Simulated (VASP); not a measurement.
# Ge (Cmcm) in VASP: a series of runs, part 2 of 2

VASP 6.6.1.

## 3. Single point, PBEsol (strain -0.0200 x Voigt [1, 1, 0, 0, 0, 0])

Contents of INCAR:

```
SYSTEM = Ge
PREC = Accurate
ENCUT = 520
EDIFF = 1E-7
ISMEAR = 0
SIGMA = 0.15
LREAL = .FALSE.
LASPH = .TRUE.
NELM = 100
ALGO = Normal
ISIF = 2
LWAVE = .FALSE.
LCHARG = .TRUE.
GGA = PS
LELF = .TRUE.
LVHAR = .TRUE.
NBANDS = 21
```

Contents of KPOINTS:

```
Automatic mesh
0
G
  18 18 10
  0 0 0
```

Contents of POSCAR:

```
Ge
1.0
    1.4582918665     -2.5427958178      0.0000000000
    1.4582918665      2.5427958178      0.0000000000
    0.0000000000      0.0000000000      4.7275957900
Ge
2
Direct
    0.6665533700      0.3334466300      0.2500000000
    0.3334466300      0.6665533700      0.7500000000
```

Potentials or basis: VASP PAW PBE potentials, release 64 (Ge_d).

Command:

```bash
> cat potpaw_PBE.64/Ge_d/POTCAR > POTCAR
> mpirun -np 1 vasp_std > vasp.out
```

OUTCAR:

```text
SYSTEM = Ge
   PREC = Accurate
   ENCUT = 520
   EDIFF = 1E-7
   ISMEAR = 0
   LREAL = .FALSE.
   LASPH = .TRUE.
   NELM = 100
   ISIF = 2
   GGA = PS

 ion  position               nearest neighbor table
   1  0.667  0.333  0.250-   2 2.90   2 2.90   2 2.90   2 2.90   2 2.91   2 2.91
   2  0.333  0.667  0.750-   1 2.90   1 2.90   1 2.90   1 2.90   1 2.91   1 2.91

  LATTYP: Found a base centered orthorhombic cell.
 ALAT       =     2.9165837330
 B/A-ratio  =     1.7436809984
 C/A-ratio  =     1.6209360755

  Lattice vectors:

 A1 = (   1.4582918665,  -2.5427958178,   0.0000000000)
 A2 = (   1.4582918665,   2.5427958178,   0.0000000000)
 A3 = (   0.0000000000,   0.0000000000,   4.7275957900)

Analysis of symmetry for initial positions (statically):
=====================================================================
 Subroutine PRICEL returns:
 Original cell was already a primitive cell.

 Routine SETGRP: Setting up the symmetry group for a
 base centered orthorhombic supercell.

 Subroutine GETGRP returns: Found  8 space group operations
 (whereof  4 operations were pure point group operations)
 out of a pool of  8 trial point group operations.

The static configuration has the point symmetry C_2h.
 The point group associated with its full space group is D_2h.

Analysis of symmetry for dynamics (positions and initial velocities):
=====================================================================
 Subroutine PRICEL returns:
 Original cell was already a primitive cell.

 Routine SETGRP: Setting up the symmetry group for a
 base centered orthorhombic supercell.

 Subroutine GETGRP returns: Found  8 space group operations
 (whereof  4 operations were pure point group operations)
 out of a pool of  8 trial point group operations.

The dynamic configuration has the point symmetry C_2h.
 The point group associated with its full space group is D_2h.

 Subroutine INISYM returns: Found  8 space group operations
 (whereof  4 operations are pure point group operations),
 and found     1 'primitive' translations
[... 112 lines left out ...]
   IALGO  =     38    algorithm
   IMIX   =      4    mixing-type and parameters
     AMIX     =   0.40;   BMIX     =  1.00
     AMIX_MAG =   1.60;   BMIX_MAG =  1.00
  volume/ion in A,a.u.               =      17.53       118.30
  Fermi-wavevector in a.u.,A,eV,Ry     =   1.518864  2.870236 31.387911  2.306946
  Thomas-Fermi vector in A             =   2.627927
   LORBIT       =      0    0 simple, 1 ext, 2 COOP (PROOUT), +10 PAW based schemes
   GGA     = PS    functional components
   LHFCALC =     F    Hartree Fock is set to
   AEXX    =    0.0000 exact exchange contribution
   IVDW    =     0    specifies the selected vdW correction
   LEPSILON=     F    determine dielectric tensor
   LRPA    =     F    only Hartree local field effects (RPA)
 non-spin polarized calculation
 Gauss-broadening in eV      SIGMA  =   0.15
  energy-cutoff  :      520.00
  volume of cell :       35.06
 maximum number of plane-waves:       978
 NGX is ok and might be reduce to    24
   NGX = 11   NGY = 11   NGZ = 17

 number of electron      27.9999999 magnetization

 Free energy of the ion-electron system (eV)
  ---------------------------------------------------
  ext. energy  EPLUGINS =         0.00000000
  ---------------------------------------------------
  free energy    TOTEN  =        -9.30291924 eV

  energy without entropy =       -9.29087189  energy(sigma->0) =       -9.29689556

 E-fermi :   7.5068     XC(G=0): -11.8128

 val. band max:        7.5061720655   @ k =  -0.3889   0.1111   0.3000
 cond. band min:       7.5074889876   @ k =   0.3333   0.1111   0.1000
 fundamental gap:      0.0013169221
 Fermi energy:         7.5068196226

 k-point     1 :       0.0000    0.0000    0.0000
  band No.  band energies     occupation
      1     -17.2174      2.00000
      2     -17.2065      2.00000
      3     -17.2038      2.00000
      4     -17.1993      2.00000
      5     -17.1937      2.00000
      6     -17.1897      2.00000
[... 565 lines left out ...]
     20      20.0871      0.00000
     21      21.4582      0.00000

 [... further k-points ...]

------------------------ aborting loop because EDIFF is reached ----------------------------------------

  FORCE on cell =-STRESS in cart. coord.  units (eV):
  Direction    XX          YY          ZZ          XY          YZ          ZX
  --------------------------------------------------------------------------------------
  -------------------------------------------------------------------------------------
  Total        0.7798370      0.7969876      0.8668285      0.0000000     -0.0000000      0.0000000
  in kB       35.6359345     36.4196602     39.6111521      0.0000000     -0.0000000      0.0000000
  external PRESSURE =      37.2222489 kB  Pullay stress =       0.0000000 kB

 VOLUME and BASIS-vectors are now :
 -----------------------------------------------------------------------------
  energy-cutoff  :      520.00
  volume of cell :       35.06
      direct lattice vectors                 reciprocal lattice vectors
     1.458291866 -2.542795818  0.000000000     0.342866892 -0.196633956  0.000000000
     1.458291866  2.542795818  0.000000000     0.342866892  0.196633956  0.000000000
     0.000000000  0.000000000  4.727595790     0.000000000  0.000000000  0.211524006

 POSITION                                       TOTAL-FORCE (eV/Angst)
 -----------------------------------------------------------------------------------
      1.45829     -0.84702      1.18190         0.000000      0.004504      0.000000
      1.45829      0.84702      3.54570         0.000000     -0.004504     -0.000000
 -----------------------------------------------------------------------------------
    total drift:                                0.000000     -0.000000      0.000000

  FREE ENERGIE OF THE ION-ELECTRON SYSTEM (eV)
  ---------------------------------------------------
  free  energy   TOTEN  =        -9.3029192364 eV

  energy  without entropy=       -9.2908718859  energy(sigma->0) =       -9.29689556
```

OSZICAR:

```text
N       E                     dE             d eps       ncg     rms          rms(c)
DAV:   1     0.170054705008E+03    0.17005E+03   -0.14055E+04 26755   0.386E+03
DAV:   2     0.131696241937E+02   -0.15689E+03   -0.15170E+03 23057   0.575E+02
DAV:   3    -0.877009209165E+01   -0.21940E+02   -0.21724E+02 25922   0.129E+02
DAV:   4    -0.934334730526E+01   -0.57326E+00   -0.57279E+00 25932   0.241E+01
DAV:   5    -0.935142682052E+01   -0.80795E-02   -0.80793E-02 26083   0.310E+00    0.185E+00
DAV:   6    -0.931678747503E+01    0.34639E-01   -0.33242E-02 31518   0.314E+00    0.975E-01
DAV:   7    -0.930353802158E+01    0.13249E-01   -0.16900E-02 31331   0.180E+00    0.109E-01
DAV:   8    -0.930291063537E+01    0.62739E-03   -0.14300E-03 27435   0.708E-01    0.325E-02
DAV:   9    -0.930291786865E+01   -0.72333E-05   -0.31223E-05 25912   0.658E-02    0.812E-03
DAV:  10    -0.930291946444E+01   -0.15958E-05   -0.10432E-06 28744   0.973E-03    0.429E-04
DAV:  11    -0.930291928122E+01    0.18321E-06   -0.46565E-08 16549   0.395E-03    0.273E-04
DAV:  12    -0.930291923644E+01    0.44779E-07   -0.86242E-09 14631   0.981E-04
   1 F= -.93029192E+01 E0= -.92968956E+01  d E =-.120474E-01
```

Wall time 5.5 min (1 thread of AMD EPYC 7R43 (Zen 3), shared host); peak memory 0.37 GiB.

What came out:

| Quantity | Value |
| --- | --- |
| Free energy | -9.3029 eV |
| Pressure | 3.7 GPa |
| Largest force | 0.005 eV/Å |
| Band gap on the k mesh | zero (bands 14 and 15 overlap by 10.51 eV) |

Forces in eV/Å, atoms in the order of the input:
```
Ge   0.000  0.005  0.000
Ge   0.000 -0.005  0.000
```

Caveat: the cell differs from its parent crystal (strain -0.0200 x Voigt [1, 1, 0, 0, 0, 0]); the cell stands under pressure; the PAW data sets were made with another functional, which shifts forces and pressure a little.
